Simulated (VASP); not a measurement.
Input of a VASP 6.6.1 run:

The input INCAR:

```
  PREC = Accurate
  ENCUT = 520
  EDIFF = 1E-7
  ISMEAR = 0
  SIGMA = 0.1
  LREAL = F
  LASPH = T
  NELM = 100
  ALGO = Fast
  ISIF = 2
  LWAVE = F
  LCHARG = F
  GGA = PE
  NBANDS = 19
```

Contents of KPOINTS:

```
Automatic mesh
0
Gamma
  38 38 38
```

POSCAR

```
Cr
1.0
    2.6459630246      0.0000000000      0.0000000000
    0.0000000000      2.6459630246      0.0000000000
    0.0000000000      0.0000000000      2.6459630246
Cr
2
Direct
    0.0000000000      0.0000000000      0.0000000000
    0.5000000000      0.5000000000      0.5000000000
```

Potentials or basis: VASP PAW PBE potentials, release 64 (Cr_pv).

Command:

```console
$ cat potpaw_PBE.64/Cr_pv/POTCAR > POTCAR
$ mpirun -np 1 vasp_std > vasp.out
```

Problem. What does it give for the pressure?

Solution. 90.0 GPa.

Problem. Predict the band gap on the k mesh.

Solution. Zero (bands 12 and 13 overlap by 2.14 eV).

Caveat: the cell stands under pressure; the run has no spin polarisation, though such a crystal can be magnetic. Spin polarisation is off, so any magnetic state and its effect on volume and gap are missing.
